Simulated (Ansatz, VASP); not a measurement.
One calculation of MgO, two programs

```
CELL_PARAMETERS angstrom
3.30347 0.00000 0.00000
-1.65173 2.86089 0.00000
0.00000 0.00000 10.03878
ATOMIC_POSITIONS crystal
Mg 0.25100 0.66667 0.98470
Mg 0.41567 0.66667 0.51896
Mg 0.61961 0.33333 0.24525
Mg 0.71372 0.33333 0.75841
O 0.28365 0.66667 0.18490
O 0.38301 0.66667 0.71604
O 0.74379 0.33333 0.45763
O 0.58955 0.33333 0.94331
```

Change from the starting cell: mode 4 frozen in at -0.272 Å and mode 10 at -0.172 Å (largest displacements).

Alike in both runs: task single point; functional PBEsol; k mesh 9 × 9 × 4; occupations gaussian, width 0.05 eV; no spin polarisation.

|  | VASP | Ansatz |
| --- | --- | --- |
| version | VASP 6.6.1 | Ansatz 0.2.0 |
| potentials or method | VASP PAW PBE potentials, release 64 (Mg, O), cutoff 600 eV | scalar-relativistic, plane waves, PAW |
| valence electrons in the cell | 32 | 64 |

```csv
,VASP,Ansatz,Ansatz less VASP
gap on the k mesh at the Fermi level (eV),3.03,3.04,+0.011
least direct gap on the mesh (eV),3.03,3.04,+0.011
pressure (GPa),0.1,0.5,+0.43
"traceless stress, the component that is largest in VASP (GPa)",-1.50,-1.47,+0.033
rms of the force components (eV/Å),0.435,0.427,-0.0075
```

VASP's potentials were made for PBE, not for PBEsol, and Ansatz warns of the same on its side. Atom by atom the forces differ by 0.009 eV/Å (rms over components). The functional is the same, so the differences come from potentials, cutoffs and numerics. VASP's potentials hold 32 valence electrons a cell and Ansatz's 64, so a difference there can come from the potentials and not from the codes.
